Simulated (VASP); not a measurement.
Wanted: the native input for a VASP 6.6.1 run.

```
Task                   : single point
Functional             : LDA
Potentials or basis    : VASP PAW LDA potentials, release 64 (Sn_d, O)
Cutoff                 : 520 eV
k mesh                 : 4 × 4 × 6
Occupations            : gaussian, width 0.1 eV
Spin                   : no spin polarisation
Dipole correction      : no
Further INCAR settings : ALGO = Normal; EDIFF = 1e-07; NBANDS = 35
```

The structure of SnO2 lies in POSCAR:

```
SnO2
1.0
    4.7225687220      0.0000000000      0.0000000000
    0.0000000000      4.7305453528      0.0000000000
    0.0000000000      0.0000000000      3.1914103651
Sn O
2 4
Direct
    0.5000000000      0.5000000000      0.5000000000
    0.0000000000      0.0000000000      0.0000000000
    0.3054133996      0.3067841121      0.0000000000
    0.8054133996      0.1932158879      0.5000000000
    0.1945866004      0.8067841121      0.5000000000
    0.6945866004      0.6932158879      0.0000000000
```

These files were run (other wordings do the same):

INCAR

```
SYSTEM = SnO2
  ALGO = Normal
  EDIFF = 1E-7
  ENCUT = 520
  GGA = CA
  ISIF = 2
  ISMEAR = 0
  LASPH = .True.
  LCHARG = .False.
  LREAL = .False.
  LWAVE = .False.
  NBANDS = 35
  NELM = 100
  PREC = Accurate
  SIGMA = 0.1
```

KPOINTS

```
k-points
0
Gamma
  4 4 6
  0 0 0
```

Potentials or basis: VASP PAW LDA potentials, release 64 (Sn_d, O).

Launch:

```bash
$ cat potpaw_LDA.64/Sn_d/POTCAR potpaw_LDA.64/O/POTCAR > POTCAR
$ mpirun -np 1 vasp_std > vasp.out
```

Results of the run:

The pressure is 0.6 GPa, the largest force is 0.021 eV/Å and the band gap on the k mesh is 1.17 eV, direct.

Caveat: spin-orbit coupling is left out, which moves the levels of the heavy elements.

It took 110 s on 1 thread of AMD EPYC 7R43 64-Core Processor (Zen 3) (shared host), peak memory 0.16 GiB.
